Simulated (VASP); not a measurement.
# Cu3Pt (Pm-3m) in VASP: notebook, part 2 of 2

VASP 6.6.1. Earlier steps stand in the parts before.

## (4) Single point, LDA (volume scaled by 0.98)

INCAR reads:

```
PREC     = Accurate       # precision mode
ENCUT    = 520            # plane-wave cutoff, eV
EDIFF    = 1E-6           # SCF threshold, eV
ISMEAR   = -1             # smearing method
SIGMA    = 0.05           # smearing width, eV
LREAL    = F              # projectors in reciprocal space
LASPH    = T              # aspherical terms in the spheres
NELM     = 60             # most SCF steps
ALGO     = Normal         # electronic algorithm
ISIF     = 2              # what is computed and relaxed
LWAVE    = F              # write WAVECAR
LCHARG   = F              # write CHGCAR
GGA      = CA             # functional
NBANDS   = 30             # bands
```

KPOINTS reads:

```
Automatic mesh
0
Gamma
  9 9 9
```

POSCAR reads:

```
Cu3Pt
1.0
    3.6850999209      0.0000000000      0.0000000000
    0.0000000000      3.6850999209      0.0000000000
    0.0000000000      0.0000000000      3.6850999209
Cu Pt
3 1
Direct
    0.0000000000      0.5000000000      0.5000000000
    0.5000000000      0.0000000000      0.5000000000
    0.5000000000      0.5000000000      0.0000000000
    0.0000000000      0.0000000000      0.0000000000
```

Potentials or basis: VASP PAW LDA potentials, release 64 (Cu, Pt).

The run is started by

```bash
$ cat potpaw_LDA.64/Cu/POTCAR potpaw_LDA.64/Pt/POTCAR > POTCAR
$ mpirun -np 1 vasp_std > vasp.out
```

OUTCAR:

```text
PREC = Accurate
   ENCUT = 520
   EDIFF = 1E-6
   ISMEAR = -1
   LREAL = F
   LASPH = T
   NELM = 60
   ISIF = 2
   GGA = CA

 ion  position               nearest neighbor table
   1  0.000  0.500  0.500-   2 2.61   3 2.61   4 2.61   3 2.61   4 2.61   2 2.61   4 2.61   4 2.61
                             2 2.61   3 2.61   3 2.61   2 2.61
   2  0.500  0.000  0.500-   1 2.61   3 2.61   4 2.61   3 2.61   4 2.61   1 2.61   3 2.61   3 2.61
                             1 2.61   4 2.61   4 2.61   1 2.61
   3  0.500  0.500  0.000-   1 2.61   2 2.61   4 2.61   1 2.61   2 2.61   2 2.61   4 2.61   2 2.61
[... 997 lines left out ...]
  -------------------------------------------------------------------------------------
  Total       -2.4859364     -2.4859364     -2.4859364     -0.0000000      0.0000000     -0.0000000
  in kB      -79.5889533    -79.5889533    -79.5889533     -0.0000000      0.0000000     -0.0000000
  external PRESSURE =     -79.5889533 kB  Pullay stress =       0.0000000 kB

 VOLUME and BASIS-vectors are now :
 -----------------------------------------------------------------------------
  energy-cutoff  :      520.00
  volume of cell :       50.04
      direct lattice vectors                 reciprocal lattice vectors
     3.685099921  0.000000000  0.000000000     0.271363062  0.000000000  0.000000000
     0.000000000  3.685099921  0.000000000     0.000000000  0.271363062  0.000000000
     0.000000000  0.000000000  3.685099921     0.000000000  0.000000000  0.271363062

 POSITION                                       TOTAL-FORCE (eV/Angst)
 -----------------------------------------------------------------------------------
      0.00000      1.84255      1.84255         0.000000      0.000000      0.000000
      1.84255      0.00000      1.84255         0.000000      0.000000      0.000000
      1.84255      1.84255      0.00000         0.000000      0.000000      0.000000
      0.00000      0.00000      0.00000         0.000000      0.000000      0.000000
 -----------------------------------------------------------------------------------
    total drift:                                0.000000      0.000000      0.000000

  FREE ENERGIE OF THE ION-ELECTRON SYSTEM (eV)
  ---------------------------------------------------
  free  energy   TOTEN  =       -22.0979774599 eV

  energy  without entropy=      -22.0834766786  energy(sigma->0) =      -22.09072707
```

OSZICAR:

```text
N       E                     dE             d eps       ncg     rms          rms(c)
DAV:   1     0.350290536711E+03    0.35029E+03   -0.18997E+04  2260   0.234E+03
DAV:   2     0.109431191535E+02   -0.33935E+03   -0.32103E+03  2112   0.410E+02
DAV:   3    -0.244960707414E+02   -0.35439E+02   -0.33483E+02  2354   0.164E+02
DAV:   4    -0.254983714860E+02   -0.10023E+01   -0.99954E+00  2958   0.344E+01
DAV:   5    -0.255151204358E+02   -0.16749E-01   -0.16747E-01  3148   0.342E+00    0.187E+01
DAV:   6    -0.252518133494E+02    0.26331E+00   -0.33456E+01  2376   0.159E+02    0.120E+01
DAV:   7    -0.221819096545E+02    0.30699E+01   -0.14552E+01  2724   0.937E+01    0.366E+00
DAV:   8    -0.221233431300E+02    0.58567E-01   -0.58906E-01  2914   0.717E+00    0.194E+00
DAV:   9    -0.221009341290E+02    0.22409E-01   -0.53097E-02  3324   0.255E+00    0.456E-01
DAV:  10    -0.220983604515E+02    0.25737E-02   -0.96768E-03  2886   0.106E+00    0.186E-01
DAV:  11    -0.220980386444E+02    0.32181E-03   -0.12539E-03  2910   0.977E-01    0.831E-02
DAV:  12    -0.220979821186E+02    0.56526E-04   -0.52681E-04  2992   0.303E-01    0.208E-02
DAV:  13    -0.220979794626E+02    0.26561E-05   -0.71554E-06  2904   0.367E-02    0.118E-02
DAV:  14    -0.220979774325E+02    0.20300E-05   -0.73472E-06  2564   0.247E-02    0.103E-03
DAV:  15    -0.220979774599E+02   -0.27418E-07   -0.29355E-07  1366   0.875E-03
   1 F= -.22097977E+02 E0= -.22090727E+02  d E =-.145008E-01
```

stdout:

```text
POSCAR found type information on POSCAR CuPt
 POSCAR found :  2 types and       4 ions
 scaLAPACK will be used
 LDA part: xc-table for (Slater(with rela. corr.)+CA(PZ))
 , standard interpolation
 POSCAR, INCAR and KPOINTS ok, starting setup
 FFT: planning ... GRIDC
 FFT: planning ... GRID_SOFT
 FFT: planning ... GRID
 WAVECAR not read
 entering main loop
```

It took 22 s on 1 thread of Intel Xeon 6975P-C (Granite Rapids), shared host; peak memory 0.16 GiB.

Results:

| Item | Value |
| --- | --- |
| Free energy | -22.0980 eV |
| Pressure | -8.0 GPa |

Levels at points of the mesh, in eV from the Fermi level:
```tsv
k point	band 17	band 18	band 19	band 20	band 21	band 22	band 23	band 24	band 25	band 26
(0.00, 0.00, 0.00)	-0.68	-0.68	-0.11	-0.11	-0.11	1.87	1.87	1.87	7.30	9.03
```

Caveat: spin-orbit coupling is left out, which moves the levels of the heavy elements.

## (5) Single point, LDA (volume scaled by 1.01)

INCAR reads:

```
PREC = Accurate ; ENCUT = 520
EDIFF = 1E-6 ; ISMEAR = -1
SIGMA = 0.05 ; LREAL = F
LASPH = T ; NELM = 80
ALGO = Normal ; ISIF = 2
LWAVE = F ; LCHARG = T
GGA = CA ; LELF = T
LVHAR = T ; NBANDS = 30
```

KPOINTS is that of step 4.

POSCAR reads:

```
Cu3Pt
1.0
    3.7223256719      0.0000000000      0.0000000000
    0.0000000000      3.7223256719      0.0000000000
    0.0000000000      0.0000000000      3.7223256719
Cu Pt
3 1
Direct
    0.0000000000      0.5000000000      0.5000000000
    0.5000000000      0.0000000000      0.5000000000
    0.5000000000      0.5000000000      0.0000000000
    0.0000000000      0.0000000000      0.0000000000
```

The run is started by

```bash
$ cat potpaw_LDA.64/Cu/POTCAR potpaw_LDA.64/Pt/POTCAR > POTCAR
$ mpirun -np 1 vasp_std > vasp.out
```

It took 23 s on 1 thread of Intel Xeon 6975P-C (Granite Rapids), shared host; peak memory 0.17 GiB.

It converged, with:

* Free energy: -21.9987 eV
* Pressure: -12.8 GPa

Levels at points of the mesh, in eV from the Fermi level:
| k point | band 19 | band 20 | band 21 | band 22 | band 23 | band 24 |
| --- | --- | --- | --- | --- | --- | --- |
| (0.00, 0.00, 0.00) | -0.13 | -0.13 | -0.13 | 1.90 | 1.90 | 1.90 |

Caveat: spin-orbit coupling is left out, which moves the levels of the heavy elements.

## (6) Single point, LDA (volume scaled by 1.04)

INCAR reads:

```
  PREC = Accurate
  ENCUT = 520
  EDIFF = 1E-6
  ISMEAR = -1
  SIGMA = 0.05
  LREAL = False
  LASPH = True
  NELM = 100
  ALGO = Normal
  ISIF = 2
  LWAVE = False
  LCHARG = False
  NBANDS = 30
```

KPOINTS reads:

```
regular mesh
0
Gamma
  9 9 9
```

POSCAR reads:

```
Cu3Pt
1.0
    3.7588213882      0.0000000000      0.0000000000
    0.0000000000      3.7588213882      0.0000000000
    0.0000000000      0.0000000000      3.7588213882
Cu Pt
3 1
Direct
    0.0000000000      0.5000000000      0.5000000000
    0.5000000000      0.0000000000      0.5000000000
    0.5000000000      0.5000000000      0.0000000000
    0.0000000000      0.0000000000      0.0000000000
```

Potentials or basis: VASP PAW LDA potentials, release 64 (Cu, Pt).

The run is started by

```bash
$ cat potpaw_LDA.64/Cu/POTCAR potpaw_LDA.64/Pt/POTCAR > POTCAR
$ mpirun -np 1 vasp_std > vasp.out
```

Wall time 23 s (1 thread of Intel Xeon 6975P-C (Granite Rapids), shared host); peak memory 0.17 GiB.

The run converged. Its results:

```
Free energy : -21.8576 eV
Pressure    : -16.7 GPa
```

Levels at points of the mesh, in eV from the Fermi level:
```tsv
k point	band 17	band 18	band 19	band 20	band 21	band 22	band 23	band 24	band 25	band 26
(0.00, 0.00, 0.00)	-0.66	-0.66	-0.14	-0.14	-0.14	1.93	1.93	1.93	6.88	8.45
```

Caveat: spin-orbit coupling is left out, which moves the levels of the heavy elements.

## (7) Summary

| cell | gap on the mesh (eV) | pressure (GPa) |
| --- | --- | --- |
| a = 3.783 Å, 4 atoms | none | -19.0 |
| a = 3.634 Å, 4 atoms | none | 0.1 |
| a = 3.685 Å, 4 atoms | none | -8.0 |
| a = 3.722 Å, 4 atoms | none | -12.8 |
| a = 3.759 Å, 4 atoms | none | -16.7 |

Alike in all rows: task single point; level LDA; potentials or basis VASP PAW LDA potentials, release 64 (Cu, Pt); no spin polarisation; k mesh 9 × 9 × 9; cutoff (eV) 520; smearing fermi-dirac 0.05 eV.

Caveats: spin-orbit coupling is left out, which moves the levels of the heavy elements.

Total energies depend on the potentials used, so only differences within one code and one set of settings carry meaning.
